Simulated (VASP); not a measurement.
# BP (F-43m) in VASP: a series of runs

BP is run at these levels: r2SCAN; tasks: single point.

Everything below comes from runs of VASP 6.6.1. Logs are shortened: lines on timing, memory, paths and dates and some standing lists are left out, and cuts for length are marked.

## (1) The cell of the first run

The structure is cubic, space group F-43m (No. 216). The conventional cell has a = 4.598 Å, b = 4.598 Å, c = 4.598 Å, α = 90.00°, β = 90.00°, γ = 90.00°. Within 2.6 Å of P (site symmetry -43m) lie 4 B at 1.99 Å. B (site symmetry -43m) has 4 P at 1.99 Å within 2.6 Å.

## (2) Single point, r2SCAN

Input file POSCAR:

```
BP
1.0
    0.0000000000      2.2988586873      2.2988586873
    2.2988586873      0.0000000000      2.2988586873
    2.2988586873      2.2988586873      0.0000000000
P B
1 1
Direct
    0.7500000000      0.7500000000      0.7500000000
    0.0000000000      0.0000000000      0.0000000000
```

Input file INCAR.step1:

```
PREC = Accurate ; ENCUT = 520
ISMEAR = -1 ; SIGMA = 0.05
LREAL = F ; LASPH = T
NELM = 100 ; NBANDS = 11
GGA = PE ; ALGO = Normal
EDIFF = 1E-4 ; LWAVE = T
LCHARG = F
```

Input file INCAR.step2:

```
PREC = Accurate ; ENCUT = 520
EDIFF = 1E-7 ; ISMEAR = -1
SIGMA = 0.05 ; LREAL = F
LASPH = T ; NELM = 100
ALGO = Normal ; ISIF = 2
LWAVE = F ; LCHARG = T
METAGGA = R2SCAN ; LMIXTAU = T
LELF = T ; LVHAR = T
NBANDS = 11 ; ISTART = 1
```

Input file KPOINTS:

```
Automatic mesh
0
Gamma
  10 10 10
```

Potentials or basis: VASP PAW PBE potentials, release 64 (P, B).

The run is started by

```console
$ cat potpaw_PBE.64/P/POTCAR potpaw_PBE.64/B/POTCAR > POTCAR
$ cp INCAR.step1 INCAR
$ mpirun -np 1 vasp_std > vasp.out
$ cp INCAR.step2 INCAR
$ mpirun -np 1 vasp_std > vasp.out
```

OUTCAR:

```text
PREC = Accurate
   ENCUT = 520
   EDIFF = 1E-7
   ISMEAR = -1
   LREAL = F
   LASPH = T
   NELM = 100
   ISIF = 2
   METAGGA = R2SCAN
   ISTART = 1

 ion  position               nearest neighbor table
   1  0.750  0.750  0.750-   2 1.99   2 1.99   2 1.99   2 1.99
   2  0.000  0.000  0.000-   1 1.99   1 1.99   1 1.99   1 1.99

  LATTYP: Found a face centered cubic cell.
 ALAT       =     4.5977173746

  Lattice vectors:

 A1 = (   0.0000000000,   2.2988586873,   2.2988586873)
 A2 = (   2.2988586873,   0.0000000000,   2.2988586873)
 A3 = (   2.2988586873,   2.2988586873,   0.0000000000)

Analysis of symmetry for initial positions (statically):
=====================================================================
 Subroutine PRICEL returns:
 Original cell was already a primitive cell.

 Routine SETGRP: Setting up the symmetry group for a
 face centered cubic supercell.

 Subroutine GETGRP returns: Found 24 space group operations
 (whereof 24 operations were pure point group operations)
 out of a pool of 48 trial point group operations.

The static configuration has the point symmetry T_d .

Analysis of symmetry for dynamics (positions and initial velocities):
=====================================================================
 Subroutine PRICEL returns:
 Original cell was already a primitive cell.

 Routine SETGRP: Setting up the symmetry group for a
 face centered cubic supercell.

 Subroutine GETGRP returns: Found 24 space group operations
 (whereof 24 operations were pure point group operations)
 out of a pool of 48 trial point group operations.

The dynamic configuration has the point symmetry T_d .

 Subroutine INISYM returns: Found 24 space group operations
 (whereof 24 operations are pure point group operations),
 and found     1 'primitive' translations

----------------------------------------------------------------------------------------

                                     Primitive cell

  volume of cell :      24.2978

  direct lattice vectors                    reciprocal lattice vectors
     0.000000000  2.298858687  2.298858687    -0.217499232  0.217499232  0.217499232
     2.298858687  0.000000000  2.298858687     0.217499232 -0.217499232  0.217499232
     2.298858687  2.298858687  0.000000000     0.217499232  0.217499232 -0.217499232

  length of vectors
     3.251077134  3.251077134  3.251077134     0.376719721  0.376719721  0.376719721

  position of ions in fractional coordinates (direct lattice)
     0.750000000  0.750000000  0.750000000
     0.000000000  0.000000000  0.000000000

  ion indices of the primitive-cell ions
   primitive index   ion index
                 1           1
                 2           2

----------------------------------------------------------------------------------------

 KPOINTS: Automatic mesh

Automatic generation of k-mesh.
 Grid dimensions read from file:
 generate k-points for:   10   10   10

 Generating k-lattice:

  Cartesian coordinates                     Fractional coordinates (reciprocal lattice)
    -0.021749923  0.021749923  0.021749923     0.100000000  0.000000000  0.000000000
     0.021749923 -0.021749923  0.021749923     0.000000000  0.100000000  0.000000000
     0.021749923  0.021749923 -0.021749923     0.000000000  0.000000000  0.100000000

  Length of vectors
     0.037671972  0.037671972  0.037671972

  Shift w.r.t. Gamma in fractional coordinates (k-lattice)
     0.000000000  0.000000000  0.000000000

 Subroutine IBZKPT returns following result:
 ===========================================

 Found     47 irreducible k-points:

 Following reciprocal coordinates:
            Coordinates               Weight
  0.000000  0.000000  0.000000      1.000000
  0.100000  0.000000  0.000000      8.000000
  0.200000  0.000000  0.000000      8.000000
  0.300000  0.000000  0.000000      8.000000
  0.400000  0.000000  0.000000      8.000000
  0.500000  0.000000  0.000000      4.000000
[... 16 lines left out ...]
  0.300000  0.300000  0.000000      6.000000
  0.400000  0.300000  0.000000     24.000000
 [... further k-points ...]
   k-points           NKPTS =     47   k-points in BZ     NKDIM =     47   number of bands    NBANDS=     11
   number of dos      NEDOS =    301   number of ions     NIONS =      2
   total plane-waves  NPLWV =  13824
   dimension x,y,z NGX =    24 NGY =   24 NGZ =   24
   dimension x,y,z NGXF=    48 NGYF=   48 NGZF=   48
   ions per type =               1   1
   NGX,Y,Z   is equivalent  to a cutoff of  12.27, 12.27, 12.27 a.u.
   NGXF,Y,Z  is equivalent  to a cutoff of  24.55, 24.55, 24.55 a.u.
 SYSTEM =  unknown system
   PREC   = accura    normal or accurate (medium, high low for compatibility)
   ISTART =      1    job   : 0-new  1-cont  2-samecut
   ICHARG =      0    charge: 1-file 2-atom 10-const
   ISPIN  =      1    spin polarized calculation?
   LNONCOLLINEAR =      F non collinear calculations
   LSORBIT =      F    spin-orbit coupling
   LASPH  =      T    aspherical Exc in radial PAW
   ENCUT  =  520.0 eV  38.22 Ry    6.18 a.u.   6.04  6.04  6.04*2*pi/ulx,y,z
   NELM   =    100;   NELMIN=  2; NELMDL=  0     # of ELM steps
   EDIFF  = 0.1E-06   stopping-criterion for ELM
   LREAL  =      F    real-space projection
   EDIFFG = 0.1E-05   stopping-criterion for IOM
   NSW    =      0    number of steps for IOM
   IBRION =     -1    ionic relax: 0-MD 1-quasi-New 2-CG
   NFREE  =      0    steps in history (QN), initial steepest desc. (CG)
   ISIF   =      2    stress and relaxation
   ISYM   =      2    0-nonsym 1-usesym 2-fastsym
   POTIM  = 0.5000    time-step for ionic-motion
   TEBEG  =    0.0;   TEEND  =   0.0 temperature during run
   PSTRESS=    0.0 pullay stress
   NELECT =       8.0000    total number of electrons
   NUPDOWN=      -1.0000    fix difference up-down
   EMIN   =  10.00;   EMAX   =-10.00  energy-range for DOS
[... 5 lines left out ...]
     AMIX     =   0.40;   BMIX     =  1.00
     AMIX_MAG =   1.60;   BMIX_MAG =  1.00
  volume/ion in A,a.u.               =      12.15        81.98
  Fermi-wavevector in a.u.,A,eV,Ry     =   1.130444  2.136230 17.386948  1.277905
  Thomas-Fermi vector in A             =   2.267141
   LORBIT       =      0    0 simple, 1 ext, 2 COOP (PROOUT), +10 PAW based schemes
   METAGGA = R2SCAN    functional components
   LHFCALC =     F    Hartree Fock is set to
   AEXX    =    0.0000 exact exchange contribution
   IVDW    =     0    specifies the selected vdW correction
   LEPSILON=     F    determine dielectric tensor
   LRPA    =     F    only Hartree local field effects (RPA)
 non-spin polarized calculation
  energy-cutoff  :      520.00
  volume of cell :       24.30
 maximum number of plane-waves:       666
   NGX = 13   NGY = 13   NGZ = 13

 number of electron       7.9999999 magnetization

 Free energy of the ion-electron system (eV)
  ---------------------------------------------------
  ext. energy  EPLUGINS =         0.00000000
  ---------------------------------------------------
  free energy    TOTEN  =       -17.28960657 eV

  energy without entropy =      -17.28960657  energy(sigma->0) =      -17.28960657

 E-fermi :   7.6588     XC(G=0): -11.3241

 val. band max:        6.9273869425   @ k =   0.0000   0.0000   0.0000
 cond. band min:       8.4253866952   @ k =   0.4000   0.4000   0.0000
 fundamental gap:      1.4979997527
 Fermi energy:         7.6588252561

 k-point     1 :       0.0000    0.0000    0.0000
  band No.  band energies     occupation
      1      -8.9734      2.00000
      2       6.9274      2.00000
      3       6.9274      2.00000
      4       6.9274      2.00000
      5      10.5121      0.00000
      6      10.5121      0.00000
      7      10.5121      0.00000
      8      14.3156      0.00000
      9      19.0413      0.00000
     10      19.4673      0.00000
     11      19.4673      0.00000

 k-point     2 :       0.1000    0.0000    0.0000
  band No.  band energies     occupation
      1      -8.7901      2.00000
      2       5.5857      2.00000
      3       6.6266      2.00000
      4       6.6266      2.00000
      5      10.9310      0.00000
      6      10.9310      0.00000
      7      10.9597      0.00000
      8      14.8976      0.00000
      9      18.8163      0.00000
     10      18.8163      0.00000
     11      19.6122      0.00000

 k-point     3 :       0.2000    0.0000    0.0000
  band No.  band energies     occupation
      1      -8.2476      2.00000
      2       3.1817      2.00000
      3       6.0517      2.00000
      4       6.0517      2.00000
      5      11.1332      0.00000
      6      11.6814      0.00000
      7      11.6814      0.00000
      8      16.2585      0.00000
      9      18.2318      0.00000
     10      18.2318      0.00000
     11      20.4651      0.00000

 k-point     4 :       0.3000    0.0000    0.0000
  band No.  band energies     occupation
      1      -7.3790      2.00000
      2       0.7699      2.00000
      3       5.5453      2.00000
      4       5.5453      2.00000
      5      11.0085      0.00000
      6      12.0481      0.00000
      7      12.0481      0.00000
      8      17.4063      0.00000
      9      18.8246      0.00000
     10      18.8246      0.00000
     11      20.6391      0.00000

 k-point     5 :       0.4000    0.0000    0.0000
  band No.  band energies     occupation
      1      -6.3069      2.00000
      2      -1.2801      2.00000
      3       5.2229      2.00000
      4       5.2229      2.00000
      5      10.8732      0.00000
      6      12.0021      0.00000
      7      12.0021      0.00000
      8      17.7154      0.00000
      9      20.5645      0.00000
     10      20.5645      0.00000
     11      21.5520      0.00000
[... 211 lines left out ...]
 k-point    21 :      -0.3000    0.2000    0.0000
  band No.  band energies     occupation
      1      -6.0737      2.00000
      2      -0.2614      2.00000
      3       2.1863      2.00000
      4       4.9566      2.00000
      5      11.1049      0.00000
      6      13.3667      0.00000
      7      14.1243      0.00000
      8      16.6740      0.00000
      9      17.7666      0.00000
     10      20.1623      0.00000
     11      24.5105      0.00000

 k-point    22 :      -0.2000    0.2000    0.0000
  band No.  band energies     occupation
      1      -7.0820      2.00000
      2       1.4833      2.00000
      3       2.7101      2.00000
      4       5.6428      2.00000
      5      11.6663      0.00000
      6      12.5093      0.00000
      7      13.5795      0.00000
      8      15.6217      0.00000
      9      16.8797      0.00000
     10      21.1647      0.00000
     11      23.2314      0.00000

 k-point    23 :       0.3000    0.3000    0.0000
  band No.  band energies     occupation
      1      -6.8213      2.00000
      2       1.8528      2.00000
      3       3.6458      2.00000
      4       3.6458      2.00000
      5       8.6945      0.00000
      6      11.1895      0.00000
      7      16.1655      0.00000
      8      16.1655      0.00000
      9      20.3823      0.00000
     10      21.8004      0.00000
     11      24.0561      0.00000

 k-point    24 :       0.4000    0.3000    0.0000
  band No.  band energies     occupation
      1      -5.9835      2.00000
      2       0.4931      2.00000
      3       2.8217      2.00000
      4       3.3431      2.00000
      5       8.9966      0.00000
      6      10.8830      0.00000
      7      16.7868      0.00000
      8      16.8238      0.00000
      9      21.4829      0.00000
     10      22.7316      0.00000
     11      24.4938      0.00000

 [... further k-points ...]
[... 5 lines left out ...]
  --------------------------------------------------------------------------------------
  -------------------------------------------------------------------------------------
  Total       -1.0278796     -1.0278796     -1.0278796      0.0000000      0.0000000     -0.0000000
  in kB      -67.7775747    -67.7775747    -67.7775747      0.0000000      0.0000000     -0.0000000
  external PRESSURE =     -67.7775747 kB  Pullay stress =       0.0000000 kB

 VOLUME and BASIS-vectors are now :
 -----------------------------------------------------------------------------
  energy-cutoff  :      520.00
  volume of cell :       24.30
      direct lattice vectors                 reciprocal lattice vectors
     0.000000000  2.298858687  2.298858687    -0.217499232  0.217499232  0.217499232
     2.298858687  0.000000000  2.298858687     0.217499232 -0.217499232  0.217499232
     2.298858687  2.298858687  0.000000000     0.217499232  0.217499232 -0.217499232

 POSITION                                       TOTAL-FORCE (eV/Angst)
 -----------------------------------------------------------------------------------
      3.44829      3.44829      3.44829         0.000000      0.000000      0.000000
      0.00000      0.00000      0.00000        -0.000000     -0.000000     -0.000000
 -----------------------------------------------------------------------------------
    total drift:                               -0.000000     -0.000000     -0.000000

  FREE ENERGIE OF THE ION-ELECTRON SYSTEM (eV)
  ---------------------------------------------------
  free  energy   TOTEN  =       -17.2896065723 eV

  energy  without entropy=      -17.2896065678  energy(sigma->0) =      -17.28960657
```

Wall time 31 s (1 thread of Intel Xeon Platinum 8259CL at 2.50GHz (Skylake/Cascade Lake), shared host); peak memory 0.14 GiB.

Results:

- Free energy: -17.2896 eV
- Pressure: -6.8 GPa
- Band gap on the k mesh: 1.50 eV, indirect (least direct gap 3.58 eV)

Caveat: the PAW data sets were made with another functional, which shifts forces and pressure a little. A k mesh can miss the band edges.

## (3) Single point, r2SCAN

This run uses another cell than the first one, of 12.38 Å³/atom, 1.019 times its volume.

Input file POSCAR:

```
BP
1.0
    0.0000000000      2.3135014941      2.3135014941
    2.3135014941      0.0000000000      2.3135014941
    2.3135014941      2.3135014941      0.0000000000
P B
1 1
Direct
    0.7500000000      0.7500000000      0.7500000000
    0.0000000000      0.0000000000      0.0000000000
```

Input file INCAR.step1:

```
SYSTEM = BP
  PREC = Accurate
  ENCUT = 520
  ISMEAR = -1
  SIGMA = 0.05
  LREAL = .False.
  LASPH = .True.
  NELM = 100
  NBANDS = 11
  GGA = PE
  ALGO = Normal
  EDIFF = 1E-4
  LWAVE = .True.
  LCHARG = .False.
```

Input file INCAR.step2:

```
SYSTEM = BP
  PREC = Accurate
  ENCUT = 520
  EDIFF = 1E-6
  ISMEAR = -1
  SIGMA = 0.05
  LREAL = .False.
  LASPH = .True.
  NELM = 100
  ALGO = Normal
  ISIF = 2
  LWAVE = .False.
  LCHARG = .True.
  METAGGA = R2SCAN
  LMIXTAU = .True.
  LELF = .True.
  LVHAR = .True.
  NBANDS = 11
  ISTART = 1
```

Input file KPOINTS:

```
regular mesh
0
Gamma
  10 10 10
  0 0 0
```

Potentials or basis: VASP PAW PBE potentials, release 64 (P, B).

The run is started by

```console
$ cat potpaw_PBE.64/P/POTCAR potpaw_PBE.64/B/POTCAR > POTCAR
$ cp INCAR.step1 INCAR
$ mpirun -np 1 vasp_std > vasp.out
$ cp INCAR.step2 INCAR
$ mpirun -np 1 vasp_std > vasp.out
```

Run time: 26 s. Hardware: 1 thread of Intel Xeon Platinum 8259CL at 2.50GHz (Skylake/Cascade Lake), shared host; peak memory 0.14 GiB.

The run converged. Its results:

- Free energy: -17.2662 eV
- Pressure: -9.4 GPa
- Band gap on the k mesh: 1.52 eV, indirect (least direct gap 3.56 eV)

Levels at points of the mesh, in eV from the valence-band top:
```
           k point  band 2  band 3  band 4  band 5  band 6  band 7
(0.00, 0.00, 0.00)    0.00    0.00    0.00    3.56    3.56    3.56
(0.50, 0.00, 0.00)   -9.08   -1.79   -1.79    3.78    4.99    4.99
(0.50, 0.50, 0.00)   -8.82   -4.13   -4.13    1.65    1.96   12.49
```

Caveat: the PAW data sets were made with another functional, which shifts forces and pressure a little. A k mesh can miss the band edges.
